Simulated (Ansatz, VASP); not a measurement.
# One calculation of TaSi, two programs

INCAR

```
SYSTEM = TaSi
PREC     = Accurate       ! precision mode
ENCUT    = 520            ! plane-wave cutoff, eV
EDIFF    = 1E-7           ! SCF threshold, eV
ISMEAR   = -1             ! smearing method
SIGMA    = 0.05           ! smearing width, eV
LREAL    = .FALSE.        ! projectors in reciprocal space
LASPH    = .TRUE.         ! aspherical terms in the spheres
NELM     = 60             ! most SCF steps
ALGO     = Normal         ! electronic algorithm
ISIF     = 2              ! what is computed and relaxed
LWAVE    = .FALSE.        ! write WAVECAR
LCHARG   = .FALSE.        ! write CHGCAR
GGA      = PE             ! functional
NBANDS   = 14             ! bands
```

The input KPOINTS:

```
regular mesh
0
G
  14 14 14
  0 0 0
```

File POSCAR:

```
TaSi
1.0
    0.0000000000      2.1717683557      2.1717683557
    2.1717683557      0.0000000000      2.1717683557
    2.1717683557      2.1717683557      0.0000000000
Ta Si
1 1
Direct
    0.0000000000      0.0000000000      0.0000000000
    0.5000000000      0.5000000000      0.5000000000
```

Input for Ansatz:

```yaml
crystal:
  lattice:
    - [0.0, 2.1717683557, 2.1717683557]
    - [2.1717683557, 0.0, 2.1717683557]
    - [2.1717683557, 2.1717683557, 0.0]
  atoms:
    - { symbol: Ta, position: [0.0, 0.0, 0.0] }
    - { symbol: Si, position: [0.5, 0.5, 0.5] }
kpoints:
  mp_grid: { grid: [14, 14, 14] }
scf:
  occupations: { method: fermi_dirac, width: 0.05 }
hamiltonian:
  xc: pbe
  pseudopotentials: { kind: all_electron, lapw: { basis_error: 0.001 } }
output:
  forces: true
  stress: true
  eigenvalues: true
  populations: true
```

Change from the starting cell: volume scaled by 0.6, LAPW.

Alike in both runs: task single point; functional PBE; k mesh 14 × 14 × 14; occupations fermi-dirac, width 0.05 eV; no spin polarisation.

|  | VASP | Ansatz |
| --- | --- | --- |
| version | VASP 6.6.1 | Ansatz 0.2.0 |
| potentials or method | VASP PAW PBE potentials, release 64 (Ta_pv, Si), cutoff 520 eV | all-electron LAPW, scalar-relativistic |

```tsv
	VASP	Ansatz	Ansatz less VASP
pressure (GPa)	218.5	212.3	-6.17
```

Both programs put the cell under a high pressure, so it lies far from rest at this level. Ansatz ran all-electron here, and VASP with PAW potentials.

Neither program's run includes spin-orbit coupling. Noted on VASP's run: the cell as given lies far from equilibrium.
